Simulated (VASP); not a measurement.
Set up this calculation in VASP 6.6.1, as the native input.

```yaml
Task: single point
Functional: PBE
Dispersion: D3(BJ)
Potentials_or_basis: VASP PAW PBE potentials, release 64 (Li_sv, Mg, C, O)
Cutoff: 520 eV
k_mesh: 2 × 2 × 1
Occupations: fermi-dirac, width 0.1 eV
Spin: no spin polarisation
Dipole_correction: no
Further_INCAR_settings: LREAL = Auto; ALGO = Normal; EDIFF = 1e-07; NBANDS = 55
```

The structure of Li8Mg16CO2 lies in POSCAR:

```
Li8Mg16CO2
1.0
    9.3790480000      0.0000000000      0.0000000000
    0.0000000000     10.0936900000      0.0000000000
    0.0000000000      0.0000000000     17.5407100000
Li Mg C O
8 16 1 2
Direct
    0.6666665956      0.2499999505      0.0570102350
    0.3333332978      0.2499999505      0.0570102350
    0.1676268210      0.2555871044      0.1904738178
    0.7570773708      0.2679095554      0.2078743677
    0.6666665956      0.7499999505      0.0570102350
    0.3333332978      0.7499999505      0.0570102350
    0.1631318019      0.7355325951      0.2131312815
    0.8349542512      0.7555130978      0.2054728115
    0.2104787181     -0.0030837087      0.1143592819
   -0.1314306100      0.0040012126      0.1084156799
    0.5352561369      0.0109204860      0.1136262443
    0.0000000000      0.2499999505      0.0570102350
    0.6975360399     -0.0042001488      0.2637197126
    0.3464246051     -0.0194094528      0.2840939734
    0.0334653368      0.0359743563      0.2639549368
    0.4561492808      0.2349245915      0.2377926549
    0.2116491994      0.5025399036      0.1087307184
   -0.1235702174      0.4991510538      0.1176812113
    0.5449700225      0.4890531609      0.1190753966
    0.0000000000      0.7499999505      0.0570102350
    0.7036452953      0.5155121665      0.2796874243
    0.3783477811      0.5122760854      0.2729128981
    0.0431049079      0.4522724593      0.2700493880
    0.5049357888      0.7575411965      0.2019349844
    0.2364251681      0.1661000090      0.2931753618
    0.5426091219      0.3922548642      0.2831340921
    0.1330425007      0.2514983123      0.3063206677
```

The input as run:

INCAR

```
SYSTEM = Li8Mg16CO2
  ALGO = Normal
  EDIFF = 1E-7
  ENCUT = 520
  GGA = PE
  ISIF = 2
  ISMEAR = -1
  IVDW = 12
  LASPH = .True.
  LCHARG = .False.
  LREAL = Auto
  LWAVE = .False.
  NBANDS = 55
  NELM = 80
  PREC = Accurate
  SIGMA = 0.1
```

KPOINTS

```
k-points
0
Gamma
  2 2 1
  0 0 0
```

Potentials or basis: VASP PAW PBE potentials, release 64 (Li_sv, Mg, C, O).

Launch:

```bash
$ cat potpaw_PBE.64/Li_sv/POTCAR potpaw_PBE.64/Mg/POTCAR potpaw_PBE.64/C/POTCAR potpaw_PBE.64/O/POTCAR > POTCAR
$ mpirun -np 1 vasp_std > vasp.out
```

Results of the run:

```yaml
Largest_force: 0.488 eV/Å
Band_gap_on_the_k_mesh: zero (bands 36 and 37 overlap by 0.06 eV)
Dispersion_energy_per_atom: -0.143 eV
```

Caveat: there is no dipole correction, which matters where the two faces differ.

It took 13 min on 1 thread of Intel(R) Xeon(R) 6975P-C (Granite Rapids), with other jobs on the host, peak memory 1.4 GiB.
